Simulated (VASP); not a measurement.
Write the native input for VASP 6.6.1 that does the following.

* Task: single point
* Functional: PBE
* Potentials or basis: VASP PAW PBE potentials, release 64 (K_sv, F)
* Cutoff: 520 eV
* k mesh: 8 × 6 × 6
* Occupations: gaussian, width 0.05 eV
* Spin: no spin polarisation
* Dipole correction: no
* Further INCAR settings: ALGO = Fast; EDIFF = 1e-06; NBANDS = 24

The structure of KF lies in POSCAR:

```
KF
1.0
   -3.2589550000      0.0000000000      0.0000000000
    0.0000000000      3.2589550000      3.2589550000
    0.0000000000      3.2589550000     -3.2589550000
K F
2 2
Direct
   -0.0222244411      0.0480023485      0.0304579123
    0.0222244411      0.4519976515      0.4695420877
    0.4657157352      0.4608808165     -0.0075946302
    0.5342842648      0.0391191835      0.5075946302
```

The input as run:

INCAR

```
SYSTEM = KF
ALGO = Fast
EDIFF = 1E-6
ENCUT = 520
GGA = PE
ISIF = 2
ISMEAR = 0
LASPH = .True.
LCHARG = .False.
LREAL = .False.
LWAVE = .False.
NBANDS = 24
NELM = 100
PREC = Accurate
SIGMA = 0.05
```

KPOINTS

```
k-points
0
Gamma
  8 6 6
  0 0 0
```

Potentials or basis: VASP PAW PBE potentials, release 64 (K_sv, F).

The run is started by

```console
$ cat potpaw_PBE.64/K_sv/POTCAR potpaw_PBE.64/F/POTCAR > POTCAR
$ mpirun -np 1 vasp_std > vasp.out
```

Results of the run:

```
Pressure               : 3.7 GPa
Largest force          : 1.381 eV/Å
Band gap on the k mesh : 6.26 eV (least direct gap 6.29 eV)
```

Caveat: the cell stands under pressure; forces of over 1 eV/Å act on the atoms, so gaps and moduli don't describe the material at rest.

Wall time 4.6 min on 1 thread of Intel(R) Xeon(R) Platinum 8375C CPU @ 2.90GHz (Ice Lake), with other jobs on the host, peak memory 0.32 GiB.
